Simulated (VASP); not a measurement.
# Ir (Fd-3m) in VASP: notebook

Ir is run at these levels: PBE; tasks: relaxation of cell and atoms.

Program: VASP 6.6.1. These are calculated values, not measurements. Logs are shortened: lines on timing, memory, paths and dates and some standing lists are left out, and cuts for length are marked.

### Step 1. The cell of the first run

The structure is cubic, space group Fd-3m (No. 227). Conventional cell: a = 5.270 Å, b = 5.270 Å, c = 5.270 Å, α = 90.00°, β = 90.00°, γ = 90.00°. Within 3.0 Å of Ir (site symmetry -43m) lie 4 Ir at 2.28 Å.

### Step 2. Relaxation of cell and atoms, PBE, target pressure 20 GPa, at which the enthalpy is minimised

INCAR

```
ALGO = Normal
EDIFF = 1E-6
EDIFFG = -0.02
ENCUT = 600
GGA = PE
IBRION = 2
ISIF = 3
ISMEAR = -1
LASPH = True
LCHARG = False
LREAL = False
LWAVE = False
NELM = 60
NSW = 80
PREC = Accurate
PSTRESS = 200.0
SIGMA = 0.05
```

KPOINTS

```
k-points
0
Gamma
  7 7 7
```

POSCAR

```
Ir
1.0
    0.0000000000      2.6350000000      2.6350000000
    2.6350000000      0.0000000000      2.6350000000
    2.6350000000      2.6350000000      0.0000000000
Ir
2
Direct
    0.0000000000      0.0000000000      0.0000000000
    0.2500000000      0.2500000000      0.2500000000
```

Potentials or basis: VASP PAW PBE potentials, release 64 (Ir).

Run with:

```
cat potpaw_PBE.64/Ir/POTCAR > POTCAR
mpirun -np 1 vasp_std > vasp.out
```

OUTCAR:

```text
EDIFF = 1E-6
   EDIFFG = -0.02
   ENCUT = 600
   GGA = PE
   IBRION = 2
   ISIF = 3
   ISMEAR = -1
   LASPH = True
   LREAL = False
   NELM = 60
   NSW = 80
   PREC = Accurate
   PSTRESS = 200.0

 ion  position               nearest neighbor table
   1  0.000  0.000  0.000-   2 2.28   2 2.28   2 2.28   2 2.28
   2  0.250  0.250  0.250-   1 2.28   1 2.28   1 2.28   1 2.28

  LATTYP: Found a face centered cubic cell.
 ALAT       =     5.2700000000

  Lattice vectors:

 A1 = (   0.0000000000,   2.6350000000,   2.6350000000)
 A2 = (   2.6350000000,   0.0000000000,   2.6350000000)
 A3 = (   2.6350000000,   2.6350000000,   0.0000000000)

Analysis of symmetry for initial positions (statically):
=====================================================================
 Subroutine PRICEL returns:
 Original cell was already a primitive cell.

 Routine SETGRP: Setting up the symmetry group for a
 face centered cubic supercell.

 Subroutine GETGRP returns: Found 48 space group operations
 (whereof 24 operations were pure point group operations)
 out of a pool of 48 trial point group operations.

The static configuration has the point symmetry T_d .
 The point group associated with its full space group is O_h .

Analysis of symmetry for dynamics (positions and initial velocities):
=====================================================================
 Subroutine PRICEL returns:
 Original cell was already a primitive cell.

 Routine SETGRP: Setting up the symmetry group for a
 face centered cubic supercell.

 Subroutine GETGRP returns: Found 48 space group operations
 (whereof 24 operations were pure point group operations)
 out of a pool of 48 trial point group operations.

The dynamic configuration has the point symmetry T_d .
 The point group associated with its full space group is O_h .

 Subroutine INISYM returns: Found 48 space group operations
 (whereof 24 operations are pure point group operations),
 and found     1 'primitive' translations

----------------------------------------------------------------------------------------

                                     Primitive cell

  volume of cell :      36.5908

  direct lattice vectors                    reciprocal lattice vectors
     0.000000000  2.635000000  2.635000000    -0.189753321  0.189753321  0.189753321
     2.635000000  0.000000000  2.635000000     0.189753321 -0.189753321  0.189753321
     2.635000000  2.635000000  0.000000000     0.189753321  0.189753321 -0.189753321

  length of vectors
     3.726452737  3.726452737  3.726452737     0.328662392  0.328662392  0.328662392

  position of ions in fractional coordinates (direct lattice)
     0.000000000  0.000000000  0.000000000
     0.250000000  0.250000000  0.250000000

  ion indices of the primitive-cell ions
   primitive index   ion index
                 1           1
                 2           2

----------------------------------------------------------------------------------------

 KPOINTS: k-points

Automatic generation of k-mesh.
 Grid dimensions read from file:
 generate k-points for:    7    7    7

 Generating k-lattice:

  Cartesian coordinates                     Fractional coordinates (reciprocal lattice)
    -0.027107617  0.027107617  0.027107617     0.142857143  0.000000000  0.000000000
     0.027107617 -0.027107617  0.027107617     0.000000000  0.142857143  0.000000000
     0.027107617  0.027107617 -0.027107617     0.000000000  0.000000000  0.142857143

  Length of vectors
     0.046951770  0.046951770  0.046951770

  Shift w.r.t. Gamma in fractional coordinates (k-lattice)
     0.000000000  0.000000000  0.000000000

 Subroutine IBZKPT returns following result:
 ===========================================

 Found     20 irreducible k-points:

 Following reciprocal coordinates:
            Coordinates               Weight
  0.000000  0.000000  0.000000      1.000000
  0.142857  0.000000  0.000000      8.000000
  0.285714  0.000000  0.000000      8.000000
  0.428571  0.000000  0.000000      8.000000
  0.142857  0.142857  0.000000      6.000000
  0.285714  0.142857  0.000000     24.000000
[... 12 lines left out ...]
 -0.428571  0.428571  0.142857     24.000000
 -0.285714  0.428571  0.142857     24.000000
   k-points           NKPTS =     20   k-points in BZ     NKDIM =     20   number of bands    NBANDS=     13
   number of dos      NEDOS =    301   number of ions     NIONS =      2
   total plane-waves  NPLWV =  27000
   dimension x,y,z NGX =    30 NGY =   30 NGZ =   30
   dimension x,y,z NGXF=    60 NGYF=   60 NGZF=   60
   ions per type =               2
   NGX,Y,Z   is equivalent  to a cutoff of  13.38, 13.38, 13.38 a.u.
   NGXF,Y,Z  is equivalent  to a cutoff of  26.77, 26.77, 26.77 a.u.
 SYSTEM =  unknown system
   PREC   = accura    normal or accurate (medium, high low for compatibility)
   ISTART =      0    job   : 0-new  1-cont  2-samecut
   ICHARG =      2    charge: 1-file 2-atom 10-const
   ISPIN  =      1    spin polarized calculation?
   LNONCOLLINEAR =      F non collinear calculations
   LSORBIT =      F    spin-orbit coupling
   LASPH  =      T    aspherical Exc in radial PAW
   ENCUT  =  600.0 eV  44.10 Ry    6.64 a.u.   7.44  7.44  7.44*2*pi/ulx,y,z
   NELM   =     60;   NELMIN=  2; NELMDL= -5     # of ELM steps
   EDIFF  = 0.1E-05   stopping-criterion for ELM
   LREAL  =      F    real-space projection
   EDIFFG = -.2E-01   stopping-criterion for IOM
   NSW    =     80    number of steps for IOM
   IBRION =      2    ionic relax: 0-MD 1-quasi-New 2-CG
   NFREE  =      1    steps in history (QN), initial steepest desc. (CG)
   ISIF   =      3    stress and relaxation
   ISYM   =      2    0-nonsym 1-usesym 2-fastsym
   POTIM  = 0.5000    time-step for ionic-motion
   TEBEG  =    0.0;   TEEND  =   0.0 temperature during run
   PSTRESS=  200.0 pullay stress
   NELECT =      18.0000    total number of electrons
   NUPDOWN=      -1.0000    fix difference up-down
   EMIN   =  10.00;   EMAX   =-10.00  energy-range for DOS
   EFERMI =   0.00;   METHOD = LEGACY
   ISMEAR =    -1;   SIGMA  =   0.05  broadening in eV -4-tet -1-fermi 0-gaus
   EFERMI_NEDOS =   21; number of points for ismear=-14 and -15
   IALGO  =     38    algorithm
   IMIX   =      4    mixing-type and parameters
     AMIX     =   0.40;   BMIX     =  1.00
     AMIX_MAG =   1.60;   BMIX_MAG =  1.00
  volume/ion in A,a.u.               =      18.30       123.46
  Fermi-wavevector in a.u.,A,eV,Ry     =   1.292335  2.442159 22.723489  1.670129
  Thomas-Fermi vector in A             =   2.424049
   LORBIT       =      0    0 simple, 1 ext, 2 COOP (PROOUT), +10 PAW based schemes
   GGA     = PE    functional components
   LHFCALC =     F    Hartree Fock is set to
   AEXX    =    0.0000 exact exchange contribution
   IVDW    =     0    specifies the selected vdW correction
   LEPSILON=     F    determine dielectric tensor
   LRPA    =     F    only Hartree local field effects (RPA)
 conjugate gradient relaxation of ions
 non-spin polarized calculation
  energy-cutoff  :      600.00
  volume of cell :       36.59
 maximum number of plane-waves:      1243
 NGX is ok and might be reduce to    30
   NGX = 15   NGY = 15   NGZ = 15

--------------------------------------- Ionic step        1  -------------------------------------------

 number of electron      18.0000003 magnetization

 Free energy of the ion-electron system (eV)
  ---------------------------------------------------
  ext. energy  EPLUGINS =         0.00000000
  ---------------------------------------------------
  free energy    TOTEN  =       -14.95605099 eV

  energy without entropy =      -14.93933560  energy(sigma->0) =      -14.94769329

------------------------ aborting loop because EDIFF is reached ----------------------------------------

  FORCE on cell =-STRESS in cart. coord.  units (eV):
  Direction    XX          YY          ZZ          XY          YZ          ZX
  --------------------------------------------------------------------------------------
  -------------------------------------------------------------------------------------
  Total       10.0521084     10.0521084     10.0521084      0.0000000      0.0000000     -0.0000000
  in kB      440.1451201    440.1451201    440.1451201      0.0000000      0.0000000     -0.0000000
  external PRESSURE =     240.1451201 kB  Pullay stress =     200.0000000 kB

 VOLUME and BASIS-vectors are now :
 -----------------------------------------------------------------------------
  energy-cutoff  :      600.00
  volume of cell :       36.59
      direct lattice vectors                 reciprocal lattice vectors
     0.000000000  2.635000000  2.635000000    -0.189753321  0.189753321  0.189753321
     2.635000000  0.000000000  2.635000000     0.189753321 -0.189753321  0.189753321
     2.635000000  2.635000000  0.000000000     0.189753321  0.189753321 -0.189753321
[... 8 lines left out ...]
  FREE ENERGIE OF THE ION-ELECTRON SYSTEM (eV)
  ---------------------------------------------------
  free  energy   TOTEN  =       -14.9560509855 eV

  energy  without entropy=      -14.9393355968  energy(sigma->0) =      -14.94769329

  enthalpy is  TOTEN    =       -10.3884172954 eV   P V=        4.5676336901

--------------------------------------- Ionic step        2  -------------------------------------------

 number of electron      18.0000002 magnetization

 E-fermi :   2.9328     XC(G=0): -10.0765

 val. band max:        2.9300500138   @ k =   0.2857   0.1429   0.0000
 cond. band min:       3.0903658331   @ k =  -0.1429   0.1429   0.0000
 fundamental gap:      0.1603158193
 Fermi energy:         2.9328252228

 k-point     1 :       0.0000    0.0000    0.0000
  band No.  band energies     occupation
      1      -3.5710      2.00000
      2      -0.7833      2.00000
      3      -0.7833      2.00000
      4      -0.6503      2.00000
      5      -0.6503      2.00000
      6      -0.6503      2.00000
      7       1.6502      2.00000
      8       1.6502      2.00000
      9       1.6502      2.00000
     10       3.3924      0.00020
     11       3.3924      0.00020
     12      12.7949      0.00000
     13      13.0317      0.00000

 k-point     2 :       0.1429    0.0000    0.0000
  band No.  band energies     occupation
      1      -3.2947      2.00000
      2      -0.9538      2.00000
      3      -0.9538      2.00000
      4      -0.6786      2.00000
      5      -0.3917      2.00000
      6      -0.3917      2.00000
      7       1.5014      2.00000
      8       1.6303      2.00000
      9       1.6303      2.00000
     10       3.3811      0.00026
     11       3.3811      0.00026
[... 393 lines left out ...]
  FREE ENERGIE OF THE ION-ELECTRON SYSTEM (eV)
  ---------------------------------------------------
  free  energy   TOTEN  =       -15.5197824446 eV

  energy  without entropy=      -15.5039068349  energy(sigma->0) =      -15.51184464

  enthalpy is  TOTEN    =       -10.5896670774 eV   P V=        4.9301153672

--------------------------------------- Ionic step        5  -------------------------------------------

 number of electron      18.0000000 magnetization

 Free energy of the ion-electron system (eV)
  ---------------------------------------------------
  ext. energy  EPLUGINS =         0.00000000
  ---------------------------------------------------
  free energy    TOTEN  =       -15.51237444 eV

  energy without entropy =      -15.49647850  energy(sigma->0) =      -15.50442647

 E-fermi :   6.3687     XC(G=0): -11.6447

 val. band max:        6.2783440156   @ k =   0.4286   0.2857   0.0000
 cond. band min:       6.3899479358   @ k =   0.4286   0.1429   0.0000
 fundamental gap:      0.1116039202
 Fermi energy:         6.3686719645

 k-point     1 :       0.0000    0.0000    0.0000
  band No.  band energies     occupation
      1      -2.3371      2.00000
      2       0.6282      2.00000
      3       0.6282      2.00000
      4       1.1826      2.00000
      5       1.1826      2.00000
      6       1.1826      2.00000
      7       4.3765      2.00000
      8       4.3765      2.00000
      9       4.3765      2.00000
     10       7.3040      0.00000
     11       7.3040      0.00000
     12      17.5554      0.00000
     13      17.5639      0.00000

 k-point     2 :       0.1429    0.0000    0.0000
  band No.  band energies     occupation
      1      -1.9578      2.00000
      2       0.4561      2.00000
      3       0.4561      2.00000
      4       1.1375      2.00000
      5       1.4838      2.00000
      6       1.4838      2.00000
      7       4.0490      2.00000
      8       4.3387      2.00000
      9       4.3387      2.00000
     10       7.2718      0.00000
     11       7.2718      0.00000
[... 310 lines left out ...]
 POSITION                                       TOTAL-FORCE (eV/Angst)
 -----------------------------------------------------------------------------------
      0.00000      0.00000      0.00000        -0.000000     -0.000000     -0.000000
      1.35079      1.35079      1.35079         0.000000      0.000000      0.000000
 -----------------------------------------------------------------------------------
    total drift:                                0.000000     -0.000000      0.000000

  FREE ENERGIE OF THE ION-ELECTRON SYSTEM (eV)
  ---------------------------------------------------
  free  energy   TOTEN  =       -15.5123744441 eV

  energy  without entropy=      -15.4964784972  energy(sigma->0) =      -15.50442647

  enthalpy is  TOTEN    =       -10.5896902905 eV   P V=        4.9226841536

 reached required accuracy - stopping structural energy minimisation
```

Run time: 77 s. Hardware: 1 thread of Intel Xeon 8259CL, shared host; peak memory 0.18 GiB.

Results:

```
Free energy                                            : -15.5124 eV
Relaxed volume                                         : 19.72 Å³/atom
Relaxed cell                                           : a = 3.821 Å, b = 3.821 Å, c = 3.821 Å, α = 60.00°, β = 60.00°, γ = 60.00°
Space group after relaxing (to 0.05 Å)                 : Fd-3m (No. 227)
Energy change on relaxing (the enthalpy is what falls) : -278.2 meV/atom
Ionic steps                                            : 5
Pressure after relaxing                                : 20.2 GPa
Band gap on the k mesh                                 : zero (band 9 reaches 7.30 eV, above the bottom of band 10 at 5.75 eV)
```

The path:
| step | energy change (eV) | largest force (eV/Å) | pressure (GPa) | volume (Å³) |
| --- | --- | --- | --- | --- |
| 1 | 0.0000 | 0.0000 | 44.01 | 36.59 |
| 2 | 0.1118 | 0.0000 | -22.63 | 53.12 |
| 3 | -0.6065 | 0.0000 | 17.27 | 39.87 |
| 4 | -0.5637 | 0.0000 | 19.75 | 39.49 |
| 5 | -0.5563 | 0.0000 | 20.16 | 39.44 |

Final structure:
```yaml
crystal:
  lattice:
    - [0.00000, 2.70158, 2.70158]
    - [2.70158, 0.00000, 2.70158]
    - [2.70158, 2.70158, 0.00000]
  atoms:
    - { symbol: Ir, position: [0.00000, 0.00000, 0.00000] }
    - { symbol: Ir, position: [0.25000, 0.25000, 0.25000] }
```

Levels at points of the mesh, in eV from the Fermi level:
```tsv
k point	band 6	band 7	band 8	band 9	band 10	band 11	band 12	band 13
(0.00, 0.00, 0.00)	-5.19	-1.99	-1.99	-1.99	0.94	0.94	11.19	11.20
```

Caveat: the cell is relaxed towards a set pressure, so the enthalpy falls and the energy may rise; spin-orbit coupling is left out, which moves the levels of the heavy elements.

### Step 3. Relaxation of cell and atoms, PBE, target pressure 40 GPa, at which the enthalpy is minimised

INCAR

```
SYSTEM = Ir
ALGO = Normal ; EDIFF = 1E-6
EDIFFG = -0.02 ; ENCUT = 600
GGA = PE ; IBRION = 2
ISIF = 3 ; ISMEAR = -1
LASPH = .True. ; LCHARG = .False.
LREAL = .False. ; LWAVE = .False.
NELM = 100 ; NSW = 80
PREC = Accurate ; PSTRESS = 400.0
SIGMA = 0.05
```

KPOINTS

```
k-points
0
Gamma
  7 7 7
  0 0 0
```

POSCAR is that of step 2.

Potentials or basis: VASP PAW PBE potentials, release 64 (Ir).

Run with:

```
cat potpaw_PBE.64/Ir/POTCAR > POTCAR
mpirun -np 1 vasp_std > vasp.out
```

It took 49 s on 1 thread of Intel Xeon 8259CL, shared host; peak memory 0.17 GiB.

Results (log left out):

```
Free energy                                            : -15.0662 eV
Relaxed volume                                         : 18.51 Å³/atom
Relaxed cell                                           : a = 3.741 Å, b = 3.741 Å, c = 3.741 Å, α = 60.00°, β = 60.00°, γ = 60.00°
Space group after relaxing (to 0.05 Å)                 : Fd-3m (No. 227)
Energy change on relaxing (the enthalpy is what falls) : -55.1 meV/atom
Ionic steps                                            : 3
Pressure after relaxing                                : 39.9 GPa
Band gap on the k mesh                                 : zero (band 9 reaches 8.18 eV, above the bottom of band 10 at 6.57 eV)
```

The path:
```
step  energy change (eV)  largest force (eV/Å)  pressure (GPa)  volume (Å³)
   1              0.0000                0.0000           44.01        36.59
   2             -0.5079                0.0000           22.73        39.07
   3             -0.1101                0.0000           39.91        37.01
```

Final structure:
```
Ir
1.0
     0.00000    2.64506    2.64506
     2.64506    0.00000    2.64506
     2.64506    2.64506    0.00000
Ir
2
Direct
  0.00000 0.00000 0.00000
  0.25000 0.25000 0.25000
```

Levels at points of the mesh, in eV from the Fermi level:
| k point | band 6 | band 7 | band 8 | band 9 | band 10 | band 11 | band 12 | band 13 |
| --- | --- | --- | --- | --- | --- | --- | --- | --- |
| (0.00, 0.00, 0.00) | -5.56 | -2.15 | -2.15 | -2.15 | 1.10 | 1.10 | 11.37 | 11.49 |

Caveat: the cell is relaxed towards a set pressure, so the enthalpy falls and the energy may rise; spin-orbit coupling is left out, which moves the levels of the heavy elements.

[end of part 1 of 2]
